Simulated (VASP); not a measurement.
Write the native input for VASP 6.6.1 that does the following.

```
Task                   : single point
Functional             : PBEsol
Potentials or basis    : VASP PAW PBE potentials, release 64 (Mo_sv)
Cutoff                 : 520 eV
k mesh                 : 8 × 8 × 8
Occupations            : gaussian, width 0.1 eV
Spin                   : no spin polarisation
Dipole correction      : no
Further INCAR settings : ALGO = Normal; EDIFF = 1e-06; NBANDS = 13
```

The structure of Mo lies in POSCAR:

```
Mo
1.0
   -1.5229512144      1.5229512144      1.5229512144
    1.5229512144     -1.5229512144      1.5229512144
    1.5229512144      1.5229512144     -1.5229512144
Mo
1
Direct
    0.0000000000      0.0000000000      0.0000000000
```

These files were run (other wordings do the same):

INCAR

```
SYSTEM = Mo
ALGO = Normal ; EDIFF = 1E-6
ENCUT = 520 ; GGA = PS
ISIF = 2 ; ISMEAR = 0
LASPH = .TRUE. ; LCHARG = .FALSE.
LREAL = .FALSE. ; LWAVE = .FALSE.
NBANDS = 13 ; NELM = 100
PREC = Accurate ; SIGMA = 0.1
```

KPOINTS

```
k-points
0
G
  8 8 8
  0 0 0
```

Potentials or basis: VASP PAW PBE potentials, release 64 (Mo_sv).

Launch:

```bash
$ cat potpaw_PBE.64/Mo_sv/POTCAR > POTCAR
$ mpirun -np 1 vasp_std > vasp.out
```

Results of the run:

```yaml
Pressure: 27.6 GPa
Band_gap_on_the_k_mesh: zero (band 7 reaches 18.79 eV, above the bottom of band 8 at 12.59 eV)
```

Caveat: the k points lie up to 0.36 Å⁻¹ apart; the PAW data sets were made with another functional, which shifts forces and pressure a little.

Wall time 4.2 s on 1 thread of Intel(R) Xeon(R) 6975P-C (Granite Rapids), on a shared host, peak memory 0.12 GiB.
